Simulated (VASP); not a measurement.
**Hg: single point with PBE**

The system is Hg.

```
CELL_PARAMETERS angstrom
-1.91296 1.85608 1.92149
1.87501 -1.89581 1.92322
1.89161 1.87446 -1.96038
ATOMIC_POSITIONS crystal
Hg 0.49875 0.49348 0.99515
```

```
Program                : VASP 6.6.1
Task                   : single point
Functional             : PBE
Potentials or basis    : VASP PAW PBE potentials, release 64 (Hg)
Cutoff                 : 520 eV
k mesh                 : 14 × 14 × 14
Occupations            : fermi-dirac, width 0.1 eV
Spin                   : no spin polarisation
Dipole correction      : no
Further INCAR settings : ALGO = Fast; EDIFF = 1e-06; NBANDS = 12
```

* Pressure: 1.3 GPa
* Band gap on the k mesh: zero (bands 6 and 7 overlap by 3.22 eV)

Stress tensor (GPa, compression positive):
```
1.33 0.05 0.12
0.05 1.30 0.10
0.12 0.10 1.26
```

Levels at points of the mesh, in eV from the Fermi level:
```tsv
k point	band 4	band 5	band 6	band 7	band 8	band 9
(0.00, 0.00, 0.00)	-6.54	-5.95	-5.89	13.99	14.23	14.87
(0.50, 0.00, 0.00)	-5.91	-5.40	-1.29	-0.68	8.75	9.80
(0.00, 0.50, 0.00)	-5.93	-5.41	-1.36	-0.72	8.91	9.98
(0.50, 0.50, 0.00)	-5.86	-5.43	-1.43	-0.72	8.50	9.76
(0.00, 0.00, 0.50)	-5.89	-5.41	-1.24	-0.64	8.51	9.48
(0.50, 0.00, 0.50)	-5.88	-5.46	-1.68	-0.85	9.08	10.24
(0.00, 0.50, 0.50)	-5.86	-5.46	-1.62	-0.82	8.94	10.07
(0.50, 0.50, 0.50)	-5.56	-5.48	2.36	3.53	3.98	4.19
```

It took 2.4 min on 1 thread of AMD EPYC 9R45 96-Core Processor (Zen 5) (shared host), peak memory 0.47 GiB.

Caveat: spin-orbit coupling is left out, which moves the levels of the heavy elements.
